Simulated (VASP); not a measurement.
Here is a VASP 6.6.1 calculation.

Contents of INCAR:

```
SYSTEM = PbSe
ALGO     = Normal         ! electronic algorithm
EDIFF    = 1E-6           ! SCF threshold, eV
ENCUT    = 500            ! plane-wave cutoff, eV
GGA      = PE             ! functional
GGA_COMPAT= .FALSE.      
ISIF     = 2              ! what is computed and relaxed
ISMEAR   = 0              ! smearing method
LASPH    = .TRUE.         ! aspherical terms in the spheres
LCHARG   = .FALSE.        ! write CHGCAR
LREAL    = .FALSE.        ! projectors in reciprocal space
LWAVE    = .FALSE.        ! write WAVECAR
NBANDS   = 17             ! bands
NELM     = 120            ! most SCF steps
PREC     = Accurate       ! precision mode
SIGMA    = 0.01           ! smearing width, eV
```

File KPOINTS:

```
k-points
0
G
  4 4 4
  0 0 0
```

The input POSCAR:

```
PbSe
1.0
    0.0000000000      3.1069141278      3.1069141278
    3.1069141278      0.0000000000      3.1069141278
    3.1069141278      3.1069141278      0.0000000000
Pb Se
1 1
Direct
    0.0000000000      0.0000000000      0.0000000000
    0.5000000000      0.5000000000      0.5000000000
```

Potentials or basis: VASP PAW PBE potentials, release 64 (Pb_d, Se).

The run is started by

```bash
$ cat potpaw_PBE.64/Pb_d/POTCAR potpaw_PBE.64/Se/POTCAR > POTCAR
$ mpirun -np 1 vasp_std > vasp.out
```

Question: Predict the band gap on the k mesh.

Answer: 0.43 eV, direct.

Question: What does it give for the pressure?

Answer: 0.1 GPa.

Caveat: the k points lie up to 0.44 Å⁻¹ apart; spin-orbit coupling is left out, which moves the levels of the heavy elements. A k mesh can miss the band edges.
